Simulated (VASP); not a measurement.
# As (I4_132) in VASP: notebook, part 2 of 2

VASP 6.6.1. Earlier steps stand in the parts before.

## (5) Relaxation of cell and atoms, PBE

This run uses another cell than the first one, of 33.74 Å³/atom, 0.789 times its volume.

The input, INCAR:

```
SYSTEM = As
PREC     = Accurate       ! precision mode
ENCUT    = 600            ! plane-wave cutoff, eV
EDIFF    = 1E-7           ! SCF threshold, eV
ISMEAR   = 0              ! smearing method
SIGMA    = 0.1            ! smearing width, eV
LREAL    = .FALSE.        ! projectors in reciprocal space
LASPH    = .TRUE.         ! aspherical terms in the spheres
NELM     = 100            ! most SCF steps
ALGO     = Normal         ! electronic algorithm
ISIF     = 3              ! what is computed and relaxed
LWAVE    = .FALSE.        ! write WAVECAR
LCHARG   = .FALSE.        ! write CHGCAR
GGA      = PE             ! functional
IBRION   = 2              ! ionic algorithm
NSW      = 90             ! ionic steps
EDIFFG   = -0.04          ! ionic threshold
```

The input, KPOINTS:

```
Automatic mesh
0
G
  4 4 4
  0 0 0
```

The input, POSCAR:

```
As
1.0
   -3.2311951500      3.2311951500      3.2311951500
    3.2311951500     -3.2311951500      3.2311951500
    3.2311951500      3.2311951500     -3.2311951500
As
4
Direct
    0.7500000000      0.7500000000      0.7500000000
    0.5000000000      0.0000000000      0.7500000000
    0.0000000000      0.7500000000      0.5000000000
    0.7500000000      0.5000000000      0.0000000000
```

Command:

```console
> cat potpaw_PBE.64/As/POTCAR > POTCAR
> mpirun -np 1 vasp_std > vasp.out
```

Wall time 43 s (1 thread of Intel Xeon Platinum 8488C (Sapphire Rapids), shared host); peak memory 0.32 GiB.

It converged, with:

| Quantity | Value |
| --- | --- |
| Free energy | -16.1106 eV |
| Relaxed volume | 43.28 Å³/atom |
| Relaxed cell | a = 6.081 Å, b = 6.081 Å, c = 6.081 Å, α = 109.47°, β = 109.47°, γ = 109.47° |
| Space group after relaxing (to 0.05 Å) | I4_132 (No. 214) |
| Energy gained by relaxing | 279.9 meV/atom |
| Ionic steps | 3 |
| Pressure after relaxing | -0.1 GPa |
| Band gap on the k mesh | zero (band 10 reaches 0.70 eV, above the bottom of band 11 at -0.25 eV) |

Step by step:
```
step  energy change (eV)  largest force (eV/Å)  pressure (GPa)  volume (Å³)
   1              0.0000                0.0000           10.51       134.94
   2             -1.0631                0.0000           -1.64       182.96
   3             -1.1195                0.0000           -0.11       173.10
```

Final structure:
```
As
1.0
    -3.51087    3.51087    3.51087
     3.51087   -3.51087    3.51087
     3.51087    3.51087   -3.51087
As
4
Direct
  0.75000 0.75000 0.75000
  0.50000 0.00000 0.75000
  0.00000 0.75000 0.50000
  0.75000 0.50000 0.00000
```

Levels at points of the mesh, in eV from the Fermi level:
| k point | band 8 | band 9 | band 10 | band 11 | band 12 | band 13 |
| --- | --- | --- | --- | --- | --- | --- |
| (0.00, 0.00, 0.00) | -1.45 | -1.45 | 0.97 | 0.97 | 0.97 | 1.32 |
| (0.50, 0.00, 0.00) | -1.35 | -1.28 | -0.73 | 0.34 | 1.48 | 3.46 |
| (0.50, 0.50, 0.50) | -0.60 | 0.02 | 0.02 | 0.02 | 1.92 | 1.92 |

Caveat: the volume moved by over 15 % at a fixed basis, so the end points are rough.

## (6) Relaxation of cell and atoms, PBE

This run uses another cell than the first one, of 33.74 Å³/atom, 0.789 times its volume.

The input, INCAR:

```
PREC = Accurate ; ENCUT = 600
EDIFF = 1E-7 ; ISMEAR = 0
SIGMA = 0.1 ; LREAL = F
LASPH = T ; NELM = 120
ALGO = Normal ; ISIF = 3
LWAVE = F ; LCHARG = F
GGA = PE ; IBRION = 2
NSW = 90 ; EDIFFG = -0.04
GGA_COMPAT = F ; NELMIN = 4
```

The input, KPOINTS:

```
regular mesh
0
Gamma
  4 4 4
```

POSCAR is that of step 5.

Potentials or basis: VASP PAW PBE potentials, release 64 (As_d).

Command:

```console
> cat potpaw_PBE.64/As_d/POTCAR > POTCAR
> mpirun -np 1 vasp_std > vasp.out
```

It took 2.6 min on 1 thread of Intel Xeon Platinum 8259CL at 2.50GHz (Skylake/Cascade Lake), shared host; peak memory 0.33 GiB.

It converged, with:

```
Free energy                            : -16.1525 eV
Relaxed volume                         : 43.11 Å³/atom
Relaxed cell                           : a = 6.073 Å, b = 6.073 Å, c = 6.073 Å, α = 109.47°, β = 109.47°, γ = 109.47°
Space group after relaxing (to 0.05 Å) : I4_132 (No. 214)
Energy gained by relaxing              : 266.5 meV/atom
Ionic steps                            : 3
Pressure after relaxing                : -0.1 GPa
Band gap on the k mesh                 : zero (band 30 reaches -0.10 eV, above the bottom of band 31 at -1.06 eV)
```

Step by step:
```tsv
step	energy change (eV)	largest force (eV/Å)	pressure (GPa)	volume (Å³)
1	0.0000	0.0000	10.07	134.94
2	-1.0260	0.0000	-1.43	180.74
3	-1.0661	0.0000	-0.09	172.45
```

Final structure:
```yaml
crystal:
  lattice:
    - [-3.50646, 3.50646, 3.50646]
    - [3.50646, -3.50646, 3.50646]
    - [3.50646, 3.50646, -3.50646]
  atoms:
    - { symbol: As, position: [0.75000, 0.75000, 0.75000] }
    - { symbol: As, position: [0.50000, 0.00000, 0.75000] }
    - { symbol: As, position: [0.00000, 0.75000, 0.50000] }
    - { symbol: As, position: [0.75000, 0.50000, 0.00000] }
```

Levels at points of the mesh, in eV from the Fermi level:
```csv
k point,band 26,band 27,band 28,band 29,band 30,band 31,band 32,band 33,band 34,band 35
"(0.00, 0.00, 0.00)",-4.12,-1.46,-1.46,-1.46,0.98,0.98,0.98,1.33,3.64,6.08
"(0.50, 0.00, 0.00)",-3.77,-1.48,-1.36,-1.29,-0.74,0.34,1.49,3.47,3.85,4.18
"(0.50, 0.50, 0.50)",-4.07,-4.07,-0.60,0.01,0.01,0.01,1.93,1.93,1.93,5.24
```

Caveat: the volume moved by over 15 % at a fixed basis, so the end points are rough.

## (7) Overview

```tsv
task	potentials or basis	cell	k mesh	cutoff (eV)	second run	gap on the mesh (eV)	pressure (GPa)	relaxed volume (Å³/atom)
single point	VASP PAW PBE potentials, release 64 (As)	a = 6.056 Å, angles 109.5°, 4 atoms	10 × 10 × 10	520	-	none	0.1	-
relaxation of cell and atoms	VASP PAW PBE potentials, release 64 (As)	relaxed from a = 6.056 Å, angles 109.5°, 4 atoms	10 × 10 × 10	600	-	none	0.0	42.94
single point	VASP PAW PBE potentials, release 64 (As)	a = 6.056 Å, angles 109.5°, 4 atoms	4 × 4 × 4	520	-	none	0.3	-
relaxation of cell and atoms	VASP PAW PBE potentials, release 64 (As)	relaxed from a = 5.597 Å, angles 109.5°, 4 atoms	4 × 4 × 4	600	-	none	-0.1	43.28
relaxation of cell and atoms	VASP PAW PBE potentials, release 64 (As_d)	relaxed from a = 5.597 Å, angles 109.5°, 4 atoms	4 × 4 × 4	600	valence_matched	none	-0.1	43.11
```

Alike in all rows: level PBE; no spin polarisation; smearing gaussian 0.1 eV.

Caveats: the volume moved by over 15 % at a fixed basis, so the end points are rough (some runs).

Total energies depend on the potentials used, so only differences within one code and one set of settings carry meaning.
